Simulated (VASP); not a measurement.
# Au: single point with LDA

The system is Au.

```xyz
1
Lattice="-1.6079 1.6079 1.6079 1.6079 -1.6079 1.6079 1.6079 1.6079 -1.6079" Properties=species:S:1:pos:R:3 pbc="T T T"
Au    0.0000    0.0000    0.0000
```

```yaml
Program: VASP 6.6.1
Task: single point
Functional: LDA
Potentials_or_basis: VASP PAW LDA potentials, release 64 (Au)
Cutoff: 520 eV
k_mesh: 17 × 17 × 17
Occupations: fermi-dirac, width 0.1 eV
Spin: no spin polarisation
```

| Item | Value |
| --- | --- |
| Pressure | 0.5 GPa |

Levels at points of the mesh, in eV from the Fermi level:
```tsv
k point	band 4	band 5	band 6	band 7	band 8	band 9
(0.00, 0.00, 0.00)	-4.94	-2.90	-2.90	16.56	16.56	16.56
```

Wall time 11 s on 1 thread of Intel(R) Xeon(R) Platinum 8488C (Sapphire Rapids), with other jobs on the host, peak memory 0.15 GiB.

Caveat: spin-orbit coupling is left out, which moves the levels of the heavy elements.
